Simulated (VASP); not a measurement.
# K: single point with LDA

K:

```xyz
1
Lattice="-2.5242 2.5242 2.5242 2.5242 -2.5242 2.5242 2.5242 2.5242 -2.5242" Properties=species:S:1:pos:R:3 pbc="T T T"
K     0.0000    0.0000    0.0000
```

```
Program                : VASP 6.6.1
Task                   : single point
Functional             : LDA
Potentials or basis    : VASP PAW LDA potentials, release 64 (K_sv)
Cutoff                 : 520 eV
k mesh                 : 2 × 2 × 2
Occupations            : fermi-dirac, width 0.1 eV
Spin                   : no spin polarisation
Dipole correction      : no
Further INCAR settings : ALGO = Normal; EDIFF = 1e-07; NBANDS = 10
```

```json
{
  "Pressure": "-0.1 GPa"
}
```

Levels at points of the mesh, in eV from the Fermi level:
```tsv
k point	band 2	band 3	band 4	band 5	band 6	band 7
(0.00, 0.00, 0.00)	-15.72	-15.72	-15.72	-2.75	3.91	3.91
(0.50, 0.00, 0.00)	-15.84	-15.76	-15.72	0.01	0.43	2.73
(0.50, 0.50, 0.50)	-15.80	-15.80	-15.80	1.22	1.22	3.44
```

Wall time 7.5 s on 1 thread of AMD EPYC 7R13, on a shared host, peak memory 0.13 GiB.

Caveat: the k points lie up to 0.88 Å⁻¹ apart.
